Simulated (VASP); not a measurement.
A run of VASP 6.6.1 is set up as follows.

The input INCAR:

```
  PREC = Accurate
  ENCUT = 520
  EDIFF = 1E-6
  ISMEAR = 0
  SIGMA = 0.15
  LREAL = False
  LASPH = True
  NELM = 150
  ALGO = Normal
  ISIF = 2
  LWAVE = False
  LCHARG = False
  ISPIN = 2
  MAGMOM = 1 0 0 0
  LORBIT = 11
  LMAXMIX = 4
  GGA = PE
  NBANDS = 29
```

KPOINTS

```
regular mesh
0
Gamma
  4 4 2
```

Contents of POSCAR:

```
TiPdSe2
1.0
    3.6768127349      0.0000000000      0.0000000000
    0.0000000000      3.6768127349      0.0000000000
    0.0000000000      0.0000000000      5.7754866444
Ti Pd Se
1 1 2
Direct
    0.5000000000      0.5000000000      0.5000000000
    0.5000000000      0.5000000000      0.0000000000
    0.0000000000      0.0000000000      0.0000000000
    0.0000000000      0.0000000000      0.5000000000
```

Potentials or basis: VASP PAW PBE potentials, release 64 (Ti_sv, Pd, Se).

The run is started by

```bash
$ cat potpaw_PBE.64/Ti_sv/POTCAR potpaw_PBE.64/Pd/POTCAR potpaw_PBE.64/Se/POTCAR > POTCAR
$ mpirun -np 1 vasp_std > vasp.out
```

(1) What does it give for the site moments?

(2) Estimate the pressure.

(3) Estimate the net moment.

## Answers

(1) Ti +1.21; Pd +0.01; Se +0.04, -0.04 μB.

(2) 0.2 GPa.

(3) 1.59 μB per cell.

Caveat: the k points lie up to 0.54 Å⁻¹ apart.
